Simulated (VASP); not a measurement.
# Ir (Fd-3m) in VASP: a series of runs

Ir is run at these levels: BLYP; tasks: single point.

Everything below comes from runs of VASP 6.6.1. Logs are shortened: lines on timing, memory, paths and dates and some standing lists are left out, and cuts for length are marked.

## (1) The cell of the first run

Symmetry: Fd-3m, No. 227, cubic system. Conventional cell: a = 5.658 Å, b = 5.658 Å, c = 5.658 Å, α = 90.00°, β = 90.00°, γ = 90.00°. Within 3.2 Å of Ir (site symmetry -43m) lie 4 Ir at 2.45 Å.

## (2) Single point, BLYP

Input file INCAR:

```
SYSTEM = Ir
PREC = Accurate
ENCUT = 520
EDIFF = 1E-7
ISMEAR = -1
SIGMA = 0.1
LREAL = .False.
LASPH = .True.
NELM = 60
ALGO = Normal
ISIF = 2
LWAVE = .False.
LCHARG = .False.
GGA = B5
ALDAX = 1.0
AGGAX = 1.0
AGGAC = 1.0
ALDAC = 0.0
NBANDS = 16
```

Input file KPOINTS:

```
regular mesh
0
Gamma
  10 10 10
  0 0 0
```

Input file POSCAR:

```
Ir
1.0
    0.0000000000      2.8287886692      2.8287886692
    2.8287886692      0.0000000000      2.8287886692
    2.8287886692      2.8287886692      0.0000000000
Ir
2
Direct
    0.1250000000      0.1250000000      0.1250000000
    0.8750000000      0.8750000000      0.8750000000
```

Potentials or basis: VASP PAW PBE potentials, release 64 (Ir).

The run is started by

```
cat potpaw_PBE.64/Ir/POTCAR > POTCAR
mpirun -np 1 vasp_std > vasp.out
```

OUTCAR:

```text
SYSTEM = Ir
   PREC = Accurate
   ENCUT = 520
   EDIFF = 1E-7
   ISMEAR = -1
   LREAL = .False.
   LASPH = .True.
   NELM = 60
   ISIF = 2
   GGA = B5

 ion  position               nearest neighbor table
   1  0.125  0.125  0.125-   2 2.45   2 2.45   2 2.45   2 2.45
   2  0.875  0.875  0.875-   1 2.45   1 2.45   1 2.45   1 2.45

  LATTYP: Found a face centered cubic cell.
 ALAT       =     5.6575773384

  Lattice vectors:

 A1 = (   0.0000000000,   2.8287886692,   2.8287886692)
 A2 = (   2.8287886692,   0.0000000000,   2.8287886692)
 A3 = (   2.8287886692,   2.8287886692,   0.0000000000)

Analysis of symmetry for initial positions (statically):
=====================================================================
 Subroutine PRICEL returns:
 Original cell was already a primitive cell.

 Routine SETGRP: Setting up the symmetry group for a
 face centered cubic supercell.

 Subroutine GETGRP returns: Found 48 space group operations
 (whereof 12 operations were pure point group operations)
 out of a pool of 48 trial point group operations.

The static configuration has the point symmetry D_3d.
 The point group associated with its full space group is O_h .

Analysis of symmetry for dynamics (positions and initial velocities):
=====================================================================
 Subroutine PRICEL returns:
 Original cell was already a primitive cell.

 Routine SETGRP: Setting up the symmetry group for a
 face centered cubic supercell.

 Subroutine GETGRP returns: Found 48 space group operations
 (whereof 12 operations were pure point group operations)
 out of a pool of 48 trial point group operations.

The dynamic configuration has the point symmetry D_3d.
 The point group associated with its full space group is O_h .

 Subroutine INISYM returns: Found 48 space group operations
 (whereof 12 operations are pure point group operations),
 and found     1 'primitive' translations

----------------------------------------------------------------------------------------

                                     Primitive cell

  volume of cell :      45.2722

  direct lattice vectors                    reciprocal lattice vectors
     0.000000000  2.828788669  2.828788669    -0.176754102  0.176754102  0.176754102
     2.828788669  0.000000000  2.828788669     0.176754102 -0.176754102  0.176754102
     2.828788669  2.828788669  0.000000000     0.176754102  0.176754102 -0.176754102

  length of vectors
     4.000511301  4.000511301  4.000511301     0.306147085  0.306147085  0.306147085

  position of ions in fractional coordinates (direct lattice)
     0.125000000  0.125000000  0.125000000
     0.875000000  0.875000000  0.875000000

  ion indices of the primitive-cell ions
   primitive index   ion index
                 1           1
                 2           2

----------------------------------------------------------------------------------------

 KPOINTS: regular mesh

Automatic generation of k-mesh.
 Grid dimensions read from file:
 generate k-points for:   10   10   10

 Generating k-lattice:

  Cartesian coordinates                     Fractional coordinates (reciprocal lattice)
    -0.017675410  0.017675410  0.017675410     0.100000000  0.000000000  0.000000000
     0.017675410 -0.017675410  0.017675410     0.000000000  0.100000000  0.000000000
     0.017675410  0.017675410 -0.017675410     0.000000000  0.000000000  0.100000000

  Length of vectors
     0.030614708  0.030614708  0.030614708

  Shift w.r.t. Gamma in fractional coordinates (k-lattice)
     0.000000000  0.000000000  0.000000000

 Subroutine IBZKPT returns following result:
 ===========================================

 Found     47 irreducible k-points:

 Following reciprocal coordinates:
            Coordinates               Weight
  0.000000  0.000000  0.000000      1.000000
  0.100000  0.000000  0.000000      8.000000
  0.200000  0.000000  0.000000      8.000000
  0.300000  0.000000  0.000000      8.000000
  0.400000  0.000000  0.000000      8.000000
  0.500000  0.000000  0.000000      4.000000
[... 16 lines left out ...]
  0.300000  0.300000  0.000000      6.000000
  0.400000  0.300000  0.000000     24.000000
 [... further k-points ...]
   k-points           NKPTS =     47   k-points in BZ     NKDIM =     47   number of bands    NBANDS=     16
   number of dos      NEDOS =    301   number of ions     NIONS =      2
   total plane-waves  NPLWV =  27000
   dimension x,y,z NGX =    30 NGY =   30 NGZ =   30
   dimension x,y,z NGXF=    60 NGYF=   60 NGZF=   60
   ions per type =               2
   NGX,Y,Z   is equivalent  to a cutoff of  12.47, 12.47, 12.47 a.u.
   NGXF,Y,Z  is equivalent  to a cutoff of  24.93, 24.93, 24.93 a.u.
 SYSTEM =  Ir
   PREC   = accura    normal or accurate (medium, high low for compatibility)
   ISTART =      0    job   : 0-new  1-cont  2-samecut
   ICHARG =      2    charge: 1-file 2-atom 10-const
   ISPIN  =      1    spin polarized calculation?
   LNONCOLLINEAR =      F non collinear calculations
   LSORBIT =      F    spin-orbit coupling
   LASPH  =      T    aspherical Exc in radial PAW
   ENCUT  =  520.0 eV  38.22 Ry    6.18 a.u.   7.44  7.44  7.44*2*pi/ulx,y,z
   NELM   =     60;   NELMIN=  2; NELMDL= -5     # of ELM steps
   EDIFF  = 0.1E-06   stopping-criterion for ELM
   LREAL  =      F    real-space projection
   EDIFFG = 0.1E-05   stopping-criterion for IOM
   NSW    =      0    number of steps for IOM
   IBRION =     -1    ionic relax: 0-MD 1-quasi-New 2-CG
   NFREE  =      0    steps in history (QN), initial steepest desc. (CG)
   ISIF   =      2    stress and relaxation
   ISYM   =      2    0-nonsym 1-usesym 2-fastsym
   POTIM  = 0.5000    time-step for ionic-motion
   TEBEG  =    0.0;   TEEND  =   0.0 temperature during run
   PSTRESS=    0.0 pullay stress
   NELECT =      18.0000    total number of electrons
   NUPDOWN=      -1.0000    fix difference up-down
   EMIN   =  10.00;   EMAX   =-10.00  energy-range for DOS
   EFERMI =   0.00;   METHOD = LEGACY
   ISMEAR =    -1;   SIGMA  =   0.10  broadening in eV -4-tet -1-fermi 0-gaus
   EFERMI_NEDOS =   21; number of points for ismear=-14 and -15
   IALGO  =     38    algorithm
   IMIX   =      4    mixing-type and parameters
     AMIX     =   0.40;   BMIX     =  1.00
     AMIX_MAG =   1.60;   BMIX_MAG =  1.00
  volume/ion in A,a.u.               =      22.64       152.76
  Fermi-wavevector in a.u.,A,eV,Ry     =   1.203802  2.274856 19.716746  1.449140
  Thomas-Fermi vector in A             =   2.339545
   LORBIT       =      0    0 simple, 1 ext, 2 COOP (PROOUT), +10 PAW based schemes
   GGA     = B5    functional components
   LHFCALC =     F    Hartree Fock is set to
   AEXX    =    0.0000 exact exchange contribution
   IVDW    =     0    specifies the selected vdW correction
   LEPSILON=     F    determine dielectric tensor
   LRPA    =     F    only Hartree local field effects (RPA)
 non-spin polarized calculation
  energy-cutoff  :      520.00
  volume of cell :       45.27
 maximum number of plane-waves:      1243
 NGX is ok and might be reduce to    30
   NGX = 15   NGY = 15   NGZ = 15

 number of electron      18.0000001 magnetization

 Free energy of the ion-electron system (eV)
  ---------------------------------------------------
  ext. energy  EPLUGINS =         0.00000000
  ---------------------------------------------------
  free energy    TOTEN  =       -13.88766883 eV

  energy without entropy =      -13.81077007  energy(sigma->0) =      -13.84921945

 E-fermi :   5.1823     XC(G=0): -10.2595

 val. band max:        5.1788533891   @ k =   0.5000   0.2000   0.1000
 cond. band min:       5.2048021639   @ k =   0.5000   0.3000   0.1000
 fundamental gap:      0.0259487748
 Fermi energy:         5.1822626294

 k-point     1 :       0.0000    0.0000    0.0000
  band No.  band energies     occupation
      1      -2.3585      2.00000
      2       0.4621      2.00000
      3       0.4621      2.00000
      4       0.8032      2.00000
      5       0.8032      2.00000
      6       0.8032      2.00000
[... 8 lines left out ...]
     15      17.4860      0.00000
     16      17.4860      0.00000

 k-point     2 :       0.1000    0.0000    0.0000
  band No.  band energies     occupation
      1      -2.1962      2.00000
      2       0.3512      2.00000
      3       0.3512      2.00000
      4       0.7843      2.00000
      5       0.9725      2.00000
      6       0.9725      2.00000
[... 8 lines left out ...]
     15      16.7031      0.00000
     16      17.1542      0.00000

 k-point     3 :       0.2000    0.0000    0.0000
  band No.  band energies     occupation
      1      -1.7424      2.00000
      2       0.2579      2.00000
      3       0.2579      2.00000
      4       0.7375      2.00000
      5       1.1804      2.00000
      6       1.1804      2.00000
[... 8 lines left out ...]
     15      15.5959      0.00000
     16      17.8809      0.00000

 k-point     4 :       0.3000    0.0000    0.0000
  band No.  band energies     occupation
      1      -1.1167      2.00000
      2       0.2872      2.00000
      3       0.2872      2.00000
      4       0.6760      2.00000
      5       1.1984      2.00000
      6       1.1984      2.00000
[... 8 lines left out ...]
     15      15.3170      0.00000
     16      17.9758      0.00000

 k-point     5 :       0.4000    0.0000    0.0000
  band No.  band energies     occupation
      1      -0.5541      2.00000
      2       0.4371      2.00000
      3       0.4371      2.00000
      4       0.5914      2.00000
      5       1.0129      2.00000
      6       1.0129      2.00000
[... 8 lines left out ...]
     15      15.1878      0.00000
     16      17.8335      0.00000

 k-point     6 :       0.5000    0.0000    0.0000
  band No.  band energies     occupation
      1      -0.3211      2.00000
      2       0.5305      2.00000
      3       0.6038      2.00000
      4       0.6038      2.00000
      5       0.8190      2.00000
      6       0.8190      2.00000
[... 8 lines left out ...]
     15      15.1554      0.00000
     16      17.7645      0.00000

 k-point     7 :       0.1000    0.1000    0.0000
  band No.  band energies     occupation
      1      -2.1403      2.00000
      2       0.1679      2.00000
      3       0.5706      2.00000
      4       0.7960      2.00000
      5       0.7960      2.00000
      6       1.1439      2.00000
[... 8 lines left out ...]
     15      16.0831      0.00000
     16      16.9967      0.00000

 k-point     8 :       0.2000    0.1000    0.0000
  band No.  band energies     occupation
      1      -1.7773      2.00000
      2       0.0266      2.00000
      3       0.5457      2.00000
      4       0.7569      2.00000
      5       0.9430      2.00000
      6       1.3863      2.00000
[... 8 lines left out ...]
     15      15.9431      0.00000
     16      16.8787      0.00000

 k-point     9 :       0.3000    0.1000    0.0000
  band No.  band energies     occupation
      1      -1.1947      2.00000
      2       0.0002      2.00000
      3       0.5481      2.00000
      4       0.6711      2.00000
      5       1.0252      2.00000
      6       1.5109      2.00000
[... 8 lines left out ...]
     15      15.3744      0.00000
     16      18.1509      0.00000
[... 172 lines left out ...]
 k-point    19 :       0.5000    0.2000    0.0000
  band No.  band energies     occupation
      1      -0.1273      2.00000
      2       0.0231      2.00000
      3       0.4465      2.00000
      4       0.5108      2.00000
      5       1.4144      2.00000
      6       1.4567      2.00000
[... 8 lines left out ...]
     15      15.3434      0.00000
     16      19.5375      0.00000

 k-point    20 :      -0.4000    0.2000    0.0000
  band No.  band energies     occupation
      1      -0.1258      2.00000
      2       0.1558      2.00000
      3       0.2923      2.00000
      4       0.5832      2.00000
      5       1.1656      2.00000
      6       1.6659      2.00000
[... 8 lines left out ...]
     15      15.5281      0.00000
     16      19.0464      0.00000

 k-point    21 :      -0.3000    0.2000    0.0000
  band No.  band energies     occupation
      1      -0.3515      2.00000
      2       0.1050      2.00000
      3       0.2280      2.00000
      4       0.7864      2.00000
      5       0.8778      2.00000
      6       1.8721      2.00000
[... 8 lines left out ...]
     15      15.7411      0.00000
     16      18.5892      0.00000

 k-point    22 :      -0.2000    0.2000    0.0000
  band No.  band energies     occupation
      1      -0.8786      2.00000
      2       0.0195      2.00000
      3       0.4424      2.00000
      4       0.6376      2.00000
      5       0.9539      2.00000
      6       1.7981      2.00000
[... 8 lines left out ...]
     15      15.9179      0.00000
     16      18.0456      0.00000

 k-point    23 :       0.3000    0.3000    0.0000
  band No.  band energies     occupation
      1      -0.5388      2.00000
      2      -0.3324      2.00000
      3       0.7085      2.00000
      4       0.7085      2.00000
      5       1.4045      2.00000
      6       1.4082      2.00000
[... 8 lines left out ...]
     15      14.9021      0.00000
     16      15.7334      0.00000

 k-point    24 :       0.4000    0.3000    0.0000
  band No.  band energies     occupation
      1      -0.3184      2.00000
      2       0.0047      2.00000
      3       0.5031      2.00000
      4       0.6589      2.00000
      5       1.3440      2.00000
      6       1.6733      2.00000
[... 8 lines left out ...]
     15      15.1234      0.00000
     16      16.1744      0.00000

 [... further k-points ...]
[... 5 lines left out ...]
  --------------------------------------------------------------------------------------
  -------------------------------------------------------------------------------------
  Total        0.2386271      0.2386271      0.2386271     -0.0000000      0.0000000      0.0000000
  in kB        8.4449848      8.4449848      8.4449848     -0.0000000      0.0000000      0.0000000
  external PRESSURE =       8.4449848 kB  Pullay stress =       0.0000000 kB

 VOLUME and BASIS-vectors are now :
 -----------------------------------------------------------------------------
  energy-cutoff  :      520.00
  volume of cell :       45.27
      direct lattice vectors                 reciprocal lattice vectors
     0.000000000  2.828788669  2.828788669    -0.176754102  0.176754102  0.176754102
     2.828788669  0.000000000  2.828788669     0.176754102 -0.176754102  0.176754102
     2.828788669  2.828788669  0.000000000     0.176754102  0.176754102 -0.176754102

 POSITION                                       TOTAL-FORCE (eV/Angst)
 -----------------------------------------------------------------------------------
      0.70720      0.70720      0.70720        -0.000000      0.000000      0.000000
      4.95038      4.95038      4.95038         0.000000     -0.000000     -0.000000
 -----------------------------------------------------------------------------------
    total drift:                               -0.000000      0.000000      0.000000

  FREE ENERGIE OF THE ION-ELECTRON SYSTEM (eV)
  ---------------------------------------------------
  free  energy   TOTEN  =       -13.8876688282 eV

  energy  without entropy=      -13.8107700701  energy(sigma->0) =      -13.84921945
```

It took 23 s on 1 thread of Intel Xeon 6975P-C (Granite Rapids), shared host; peak memory 0.18 GiB.

Results:

```yaml
Free_energy: -13.8877 eV
Pressure: 0.8 GPa
Band_gap_on_the_k_mesh: zero (band 9 reaches 6.06 eV, above the bottom of band 10 at 4.54 eV)
```

Levels at points of the mesh, in eV from the Fermi level:
| k point | band 7 | band 8 | band 9 | band 10 | band 11 | band 12 |
| --- | --- | --- | --- | --- | --- | --- |
| (0.00, 0.00, 0.00) | -1.65 | -1.65 | -1.65 | 0.68 | 0.68 | 10.89 |
| (0.50, 0.00, 0.00) | -1.60 | -0.96 | -0.96 | 0.19 | 0.19 | 1.34 |
| (0.50, 0.50, 0.00) | -2.31 | -2.31 | 0.50 | 0.50 | 1.88 | 1.88 |

Caveat: the PAW data sets were made with another functional, which shifts forces and pressure a little; spin-orbit coupling is left out, which moves the levels of the heavy elements.

(Part 1 of 2 ends here.)
